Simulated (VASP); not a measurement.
A run of VASP 6.6.1:

INCAR

```
SYSTEM = Mn
PREC = Accurate ; ENCUT = 600
EDIFF = 1E-6 ; ISMEAR = 0
SIGMA = 0.1 ; LREAL = .FALSE.
LASPH = .TRUE. ; NELM = 150
ALGO = Normal ; ISIF = 3
LWAVE = .FALSE. ; LCHARG = .FALSE.
ISPIN = 2 ; MAGMOM = 4.88
LORBIT = 11 ; LMAXMIX = 4
GGA = PE ; IVDW = 12
IBRION = 2 ; NSW = 80
EDIFFG = -0.01
```

Contents of KPOINTS:

```
regular mesh
0
G
  16 16 16
  0 0 0
```

File POSCAR:

```
Mn
1.0
   -1.9597047412      1.9597047412      1.9597047412
    1.9597047412     -1.9597047412      1.9597047412
    1.9597047412      1.9597047412     -1.9597047412
Mn
1
Direct
    0.0000000000      0.0000000000      0.0000000000
```

Potentials or basis: VASP PAW PBE potentials, release 64 (Mn_pv).

Command:

```bash
$ cat potpaw_PBE.64/Mn_pv/POTCAR > POTCAR
$ mpirun -np 1 vasp_std > vasp.out
```

Hardware: 1 thread of Intel Xeon 8259CL, with other jobs on the host.

**Question.** Estimate the wall time of this run.

**Answer.** Run time: 2.4 min on 1 thread of Intel Xeon 8259CL, with other jobs on the host, peak memory 0.25 GiB. Counts: scf iterations 14, k points 145, ion steps 1.
